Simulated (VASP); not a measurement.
# N (P1) in VASP: a series of runs, part 2 of 2

VASP 6.6.1. The steps go on from the part before.

**3. Single point, PBE+D3(BJ)**

Input file INCAR:

```
PREC     = Accurate       # precision mode
ENCUT    = 520            # plane-wave cutoff, eV
EDIFF    = 1E-6           # SCF threshold, eV
ISMEAR   = -1             # smearing method
SIGMA    = 0.1896         # smearing width, eV
LREAL    = Auto         
LASPH    = T              # aspherical terms in the spheres
NELM     = 100            # most SCF steps
ALGO     = Normal         # electronic algorithm
ISIF     = 2              # what is computed and relaxed
LWAVE    = F              # write WAVECAR
LCHARG   = F              # write CHGCAR
GGA      = PE             # functional
IVDW     = 12             # dispersion correction
NBANDS   = 54             # bands
```

Input file KPOINTS:

```
Automatic mesh
0
Gamma
  2 2 2
  0.5 0.5 0.5
```

Input file POSCAR:

```
N
1.0
    4.1901886401      4.1901886401     -5.4848298423
   -4.1901886401      4.1901886401      5.4848298423
    4.1901886401     -4.1901886401      5.4848298423
N
16
Direct
    0.9426490880      0.4769766749      0.4581657080
    0.8725490220      1.0066007681      1.0266156188
    0.4958545255      0.8919593329      0.5544213074
    0.5477568427      0.6141959320      1.0298680293
    0.5479743747      0.5051346159      0.5830700093
    0.3810886901      0.8957930597      0.0082584355
   -0.0611650267      1.0059131335      0.5381043620
    0.0076376036      0.4076116294     -0.0329064853
   -0.0478025018      0.0879388305     -0.0390169096
   -0.0273723953      0.4105216363      0.3676656898
    0.6935756954      0.6572550255      0.0210376069
    0.6070754132      0.0467357784      0.5886413332
    0.5059645715      0.6013085439      0.5009560213
    0.5505018266     -0.0428744606      1.0356611109
    0.0664292288      0.0851611198      0.5008156761
    0.0207732891      0.5024083880      0.8699927935
```

Potentials or basis: VASP PAW PBE potentials, release 64 (N).

Command:

```sh
$ cat potpaw_PBE.64/N/POTCAR > POTCAR
$ mpirun -np 1 vasp_std > vasp.out
```

OUTCAR:

```text
PREC = Accurate
   ENCUT = 520
   EDIFF = 1E-6
   ISMEAR = -1
   LREAL = Auto
   LASPH = T
   NELM = 100
   ISIF = 2
   GGA = PE
   IVDW = 12
 IVDW          = 12

 ion  position               nearest neighbor table
   1  0.943  0.477  0.458-  10 1.05
   2  0.873  0.007  0.027-   9 1.05
   3  0.496  0.892  0.554-  12 1.06
   4  0.548  0.614  0.030-  11 1.10
   5  0.548  0.505  0.583-  13 1.13
   6  0.381  0.896  0.008-  14 1.12
[... 8 lines left out ...]
  15  0.066  0.085  0.501-   7 1.13
  16  0.021  0.502  0.870-   8 1.14

  LATTYP: Found a body centered tetragonal cell.
 ALAT       =     8.3803772802
 C/A-ratio  =     1.3089696702

  Lattice vectors:

 A1 = (   4.1901886401,  -4.1901886401,  -5.4848298423)
 A2 = (  -4.1901886401,   4.1901886401,  -5.4848298423)
 A3 = (   4.1901886401,   4.1901886401,   5.4848298423)

Analysis of symmetry for initial positions (statically):
=====================================================================
[... 181 lines left out ...]
 cond. band min:       0.5472212869   @ k =   0.2500  -0.2500   0.2500
 fundamental gap:      6.2972044725
 Fermi energy:        -2.6655694383

 k-point     1 :       0.2500    0.2500    0.2500
  band No.  band energies     occupation
      1     -25.9376      2.00000
      2     -25.7182      2.00000
      3     -25.6305      2.00000
      4     -25.0852      2.00000
      5     -24.9119      2.00000
      6     -24.7985      2.00000
[... 209 lines left out ...]
     51       1.8280      0.00000
     52       2.0167      0.00000
 [bands above 52 left out]

------------------------ aborting loop because EDIFF is reached ----------------------------------------

 Edisp (eV)   -0.84326

 E8    (eV) :    -0.2045

  FORCE on cell =-STRESS in cart. coord.  units (eV):
  Direction    XX          YY          ZZ          XY          YZ          ZX
  --------------------------------------------------------------------------------------
  -------------------------------------------------------------------------------------
  Total      -0.35605    19.06990    18.95954    -0.56454    -1.09991    -1.41549
  in kB      -1.48093    79.31746    78.85843    -2.34809    -4.57484    -5.88746
  external pressure =       52.23 kB  Pullay stress =        0.00 kB

 VOLUME and BASIS-vectors are now :
 -----------------------------------------------------------------------------
  energy-cutoff  :      520.00
  volume of cell :      385.20
      direct lattice vectors                 reciprocal lattice vectors
     4.190188640  4.190188640 -5.484829842     0.119326370  0.119326370  0.000000000
    -4.190188640  4.190188640  5.484829842     0.000000000  0.119326370  0.091160531
     4.190188640 -4.190188640  5.484829842     0.119326370  0.000000000  0.091160531

 POSITION                                       TOTAL-FORCE (eV/Angst)
 -----------------------------------------------------------------------------------
      3.87106      4.02870     -0.04117        -0.397046     -2.545237     11.813489
      3.74001      3.57228     -4.60360         3.655131     -9.924281      3.765630
      0.66338      3.49207      5.21347        -0.226032     -8.586924     -2.861359
     -0.15324      4.74365      0.52823        -0.477549     -1.444108      0.786700
      2.62268      1.96955      2.96307        -1.626996      0.986337      0.605099
     -2.12210      5.31577      2.86836         0.080733      0.370270      0.079497
[... 8 lines left out ...]
      2.02002     -1.46332      2.84963        -0.012847     -1.759111      0.802497
      1.62729     -1.45320      7.41345         2.606732     -3.130208      0.209125
 -----------------------------------------------------------------------------------
    total drift:                                0.000025     -0.001503     -0.001377

  FREE ENERGIE OF THE ION-ELECTRON SYSTEM (eV)
  ---------------------------------------------------
  free  energy   TOTEN  =      -131.7844106606 eV

  energy  without entropy=     -131.7844094945  energy(sigma->0) =     -131.78441008
```

OSZICAR:

```text
N       E                     dE             d eps       ncg     rms          rms(c)
DAV:   1     0.610969276792E+03    0.61097E+03   -0.36386E+04   432   0.125E+03
DAV:   2    -0.688261997842E+02   -0.67980E+03   -0.65809E+03   616   0.303E+02
DAV:   3    -0.137161818373E+03   -0.68336E+02   -0.67784E+02   504   0.104E+02
DAV:   4    -0.138382019862E+03   -0.12202E+01   -0.12107E+01   514   0.161E+01
DAV:   5    -0.138425917689E+03   -0.43898E-01   -0.43837E-01   656   0.248E+00    0.230E+01
DAV:   6    -0.132391594865E+03    0.60343E+01   -0.87240E+00   514   0.122E+01    0.132E+01
DAV:   7    -0.130979547166E+03    0.14120E+01   -0.63505E+00   544   0.104E+01    0.373E+00
DAV:   8    -0.130946136470E+03    0.33411E-01   -0.58712E-01   512   0.350E+00    0.667E-01
DAV:   9    -0.130941681353E+03    0.44551E-02   -0.29521E-02   544   0.784E-01    0.286E-01
DAV:  10    -0.130941600483E+03    0.80869E-04   -0.13767E-03   528   0.210E-01    0.126E-01
DAV:  11    -0.130941210647E+03    0.38984E-03   -0.72630E-04   560   0.176E-01    0.615E-02
DAV:  12    -0.130941192311E+03    0.18336E-04   -0.19445E-04   512   0.702E-02    0.213E-02
DAV:  13    -0.130941157978E+03    0.34333E-04   -0.28795E-05   560   0.316E-02    0.138E-02
DAV:  14    -0.130941146441E+03    0.11537E-04   -0.12857E-05   560   0.243E-02    0.568E-03
DAV:  15    -0.130941146225E+03    0.21579E-06   -0.52961E-06   512   0.112E-02
   1 F= -.13178441E+03 E0= -.13178441E+03  d E =-.116616E-05
```

stdout:

```text
POSCAR found type information on POSCAR N
 POSCAR found :  1 types and      16 ions
 scaLAPACK will be used
 LDA part: xc-table for (Slater+PW92), standard interpolation
 POSCAR, INCAR and KPOINTS ok, starting setup
 FFT: planning ... GRIDC
 FFT: planning ... GRID_SOFT
 FFT: planning ... GRID
 WAVECAR not read
 entering main loop
```

Wall time 3.6 min (1 thread of Oxide Virtual Turin-like, shared host); peak memory 0.44 GiB.

Results:

```yaml
Free_energy: -131.7844 eV
Pressure: 5.2 GPa
Largest_force: 12.096 eV/Å
Band_gap_on_the_k_mesh: 6.30 eV (least direct gap 6.42 eV)
Dispersion_energy_per_atom: -0.053 eV
```

Forces in eV/Å, atoms in the order of the input:
```
N    -0.397  -2.545  11.813
N     3.655  -9.924   3.766
N    -0.226  -8.587  -2.861
N    -0.478  -1.444   0.787
N    -1.627   0.986   0.605
N     0.081   0.370   0.079
N     0.119   1.791  -0.891
N    -2.915   3.541   0.451
N    -2.742  10.473  -4.632
N     0.299   2.614 -11.807
N     0.857   0.764  -1.219
N    -0.582   8.755   3.679
N     2.013  -1.301  -1.560
N    -0.651  -0.604   0.778
N    -0.013  -1.759   0.802
N     2.607  -3.130   0.209
```

Levels at points of the mesh, in eV from the valence-band top:
```tsv
k point	band 38	band 39	band 40	band 41	band 42	band 43
(0.25, 0.25, 0.25)	-0.77	-0.34	0.00	6.44	6.51	6.57
```

Caveat: the standard files for N, O and F lose accuracy on very short bonds; the stress differs along the axes, from -0 to 8 GPa; the atoms stand as in a frame of molecular dynamics; a shifted mesh leaves out Γ, where band edges can lie; forces of over 1 eV/Å act on the atoms, so gaps and moduli don't describe the material at rest.

**4. Single point, PBE+D3(BJ)**

Input file INCAR:

```
ALGO = Normal
EDIFF = 1E-6
ENCUT = 520
GGA = PE
ISIF = 2
ISMEAR = -1
IVDW = 12
LASPH = T
LCHARG = F
LREAL = Auto
LWAVE = F
NBANDS = 54
NELM = 60
PREC = Accurate
SIGMA = 0.1896
```

KPOINTS is that of step 3.

Input file POSCAR:

```
N
1.0
    4.1901886401      4.1901886401     -5.4848298423
   -4.1901886401      4.1901886401      5.4848298423
    4.1901886401     -4.1901886401      5.4848298423
N
16
Direct
    0.8973588836      0.4285303302      0.4485597387
    0.9057528971      1.0337102043      1.0760098512
    0.5346345218      0.9055248915      0.5457402542
    0.6361577554      0.6401951663      1.1306468325
    0.5190232915      0.5109642086      0.5373502521
    0.4045656761      0.9441982558      0.0799270234
   -0.0977576513      1.0219776974      0.5167515174
    0.0492905016      0.4713552163     -0.0142278146
   -0.0091727374      0.0673294462     -0.0074422472
   -0.0041480233      0.4224060939      0.3865642708
    0.7243119011      0.6437066828      0.0484612859
    0.5937497601      0.0651595515      0.5749732337
    0.4714896320      0.5533671877      0.4112059269
    0.5356351928     -0.0229617314      1.0460215256
    0.0579876041      0.0237194189      0.5744791097
   -0.0084568985      0.4790606860      0.8267922860
```

Command:

```sh
$ cat potpaw_PBE.64/N/POTCAR > POTCAR
$ mpirun -np 1 vasp_std > vasp.out
```

Wall time 4.9 min (1 thread of Oxide Virtual Turin-like, shared host); peak memory 0.44 GiB.

It converged, with:

| Item | Value |
| --- | --- |
| Free energy | -132.6900 eV |
| Pressure | -1.1 GPa |
| Largest force | 10.663 eV/Å |
| Band gap on the k mesh | 6.49 eV |
| Dispersion energy per atom | -0.052 eV |

Forces in eV/Å, atoms in the order of the input:
```
N    0.141  1.753 -2.463
N   -0.044  2.493 -1.911
N    0.038 -0.621 -0.025
N    0.030  4.208 -5.499
N    9.133 -5.147  1.948
N    0.675  2.098 -1.770
N    0.271  0.325 -0.305
N   -5.162  2.479 -2.749
N    0.312 -2.017  1.753
N   -0.384 -1.590  2.312
N    0.016 -4.459  5.253
N   -0.403  0.403  0.597
N   -8.939  4.910 -2.268
N   -1.012 -2.296  2.005
N   -0.041 -0.051  0.068
N    5.368 -2.490  3.054
```

Stress tensor (GPa, compression positive):
```
 1.68 -1.28 -0.23
-1.28 -1.50  3.76
-0.23  3.76 -3.44
```

Levels at points of the mesh, in eV from the valence-band top:
| k point | band 38 | band 39 | band 40 | band 41 | band 42 | band 43 |
| --- | --- | --- | --- | --- | --- | --- |
| (0.25, 0.25, 0.25) | -0.22 | -0.10 | -0.02 | 6.52 | 6.66 | 6.74 |

Caveat: the standard files for N, O and F lose accuracy on very short bonds; the stress differs along the axes, from -3 to 2 GPa; the atoms stand as in a frame of molecular dynamics; a shifted mesh leaves out Γ, where band edges can lie; forces of over 1 eV/Å act on the atoms, so gaps and moduli don't describe the material at rest. A k mesh can miss the band edges.

**5. The runs side by side**

| cell | gap on the mesh (eV) | pressure (GPa) | largest force (eV/Å) |
| --- | --- | --- | --- |
| as given, atomic positions A | 6.91 | 2.9 | 7.58 |
| as given, atomic positions B | 6.30 | 5.2 | 12.10 |
| as given, atomic positions C | 6.49 | -1.1 | 10.66 |

Alike in all rows: task single point; level PBE+D3(BJ); potentials or basis VASP PAW PBE potentials, release 64 (N); no spin polarisation; k mesh 2 × 2 × 2, shifted; cutoff (eV) 520; smearing fermi-dirac 0.1896 eV.

Caveats: the standard files for N, O and F lose accuracy on very short bonds; the atoms stand as in a frame of molecular dynamics; a shifted mesh leaves out Γ, where band edges can lie; forces of over 1 eV/Å act on the atoms, so gaps and moduli don't describe the material at rest; the stress differs along the axes, from -1 to 6 GPa (at least some runs); the stress differs along the axes, from -0 to 8 GPa (at least some runs); the stress differs along the axes, from -3 to 2 GPa (at least some runs).

Total energies depend on the potentials used, so only differences within one code and one set of settings carry meaning.
